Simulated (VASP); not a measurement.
SeO:

```
Se O
1.0
     2.99582    0.00000    0.00000
     0.00000    2.99582    0.00000
     0.00000    0.00000    3.92667
Se O
1 1
Direct
  0.50000 0.50000 0.50000
  0.00000 0.00000 0.00000
```

```yaml
Program: VASP 6.6.1
Task: relaxation of cell and atoms
Functional: PBE
Potentials_or_basis: VASP PAW PBE potentials, release 64 (Se, O)
Cutoff: 600 eV
k_mesh: 6 × 6 × 4
Occupations: gaussian, width 0.1 eV
Spin: collinear spin, ferromagnetic start
Starting_moments: "[0.0, 0.69] μB"
```

At the start: pressure -18.5 GPa; volume 17.62 Å³/atom.

Question: How do energy, volume and symmetry change on relaxing?

Answer: Over 11 steps the energy falls by 507.1 meV/atom and the volume is 12.41 Å³/atom (-29.6 %); space group P4/mmm (No. 123, to 0.1 Å) before and after; moment 0.00 μB per cell.

The path:
```tsv
step	energy change (eV)	largest force (eV/Å)	pressure (GPa)	volume (Å³)
1	0.0000	0.0000	-18.54	35.24
2	-0.8893	0.0000	-4.45	25.82
3	-0.9093	0.0000	0.24	24.77
4	-0.9096	0.0000	1.18	24.58
5	-0.9389	0.0000	1.09	24.59
6	-0.9625	0.0000	1.48	24.57
7	-1.0115	0.0000	1.92	24.45
8	-1.0102	0.0000	2.32	24.40
9	-1.0118	0.0000	2.10	24.43
10	-1.0086	0.0000	-2.85	25.43
11	-1.0143	0.0000	0.02	24.82
```

Final structure:
```
CELL_PARAMETERS angstrom
2.87474 0.00000 0.00000
0.00000 2.87474 0.00000
0.00000 0.00000 3.00347
ATOMIC_POSITIONS crystal
Se 0.50000 0.50000 0.50000
O 0.00000 0.00000 0.00000
```

Caveat: the k points lie up to 0.52 Å⁻¹ apart in the final cell, too coarse for converged energies and pressures of a metal; the volume moved by over 15 % at a fixed basis, so the end points are rough.
